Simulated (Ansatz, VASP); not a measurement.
## NiO in VASP and in Ansatz

File INCAR:

```
PREC = Accurate ; ENCUT = 600
EDIFF = 1E-6 ; ISMEAR = -1
SIGMA = 0.05 ; LREAL = False
LASPH = True ; NELM = 200
ALGO = Normal ; ISIF = 2
LWAVE = False ; LCHARG = False
ISPIN = 2 ; MAGMOM = 2.5 0
LORBIT = 11 ; LMAXMIX = 4
GGA = PE ; NBANDS = 23
GGA_COMPAT = False
```

File KPOINTS:

```
Automatic mesh
0
Gamma
  11 11 10
```

The input POSCAR:

```
NiO
1.0
    2.7830607900      0.0000000000      0.0000000000
   -1.3915303900      2.4102013400      0.0000000000
    0.0000000000      0.0000000000      2.7161294400
Ni O
1 1
Direct
    0.0000000000      0.0000000000      0.0000000000
    0.6666666667      0.3333333333      0.5000000000
```

Contents of input.yaml:

```yaml
crystal:
  lattice:
    - [2.78306079, 0.0, 0.0]
    - [-1.39153039, 2.41020134, 0.0]
    - [0.0, 0.0, 2.71612944]
  atoms:
    - { symbol: Ni, position: [0.0, 0.0, 0.0], spin: 2.5 }
    - { symbol: O, position: [0.6666666667, 0.3333333333, 0.5] }
hamiltonian:
  xc: pbe
  pseudopotentials: { kind: paw }
magnetization:
  spin_polarized: true
kpoints:
  mp_grid: { grid: [11, 11, 10] }
scf:
  occupations: { method: fermi_dirac, width: 0.05 }
output:
  forces: true
  stress: true
  eigenvalues: true
```

Alike in both runs: task single point; functional PBE; k mesh 11 × 11 × 10; occupations fermi-dirac, width 0.05 eV; collinear spin.

|  | VASP | Ansatz |
| --- | --- | --- |
| version | VASP 6.6.1 | Ansatz 0.2.0 |
| potentials or method | VASP PAW PBE potentials, release 64 (Ni_sv_GW, O) | Ansatz PAW |
| plane-wave cutoff (eV) | 600 | 420 |
| valence electrons in the cell | 24 | 24 |

|  | VASP | Ansatz | Ansatz less VASP |
| --- | --- | --- | --- |
| gap on the k mesh at the Fermi level (eV) | none | none | - |
| pressure (GPa) | 2.8 | 5.1 | +2.32 |
| traceless stress, the component that is largest in VASP (GPa) | -2.15 | -2.24 | -0.088 |
| net moment per atom (μB) | 0.94 | 0.94 | -0.001 |
| size of the moment on the site where the two differ most (μB) | 1.45 | 1.42 | -0.025 |

Site moments also hang on the region over which each program counts them. A gap of «none» marks a metal or a gap that the smearing closes.
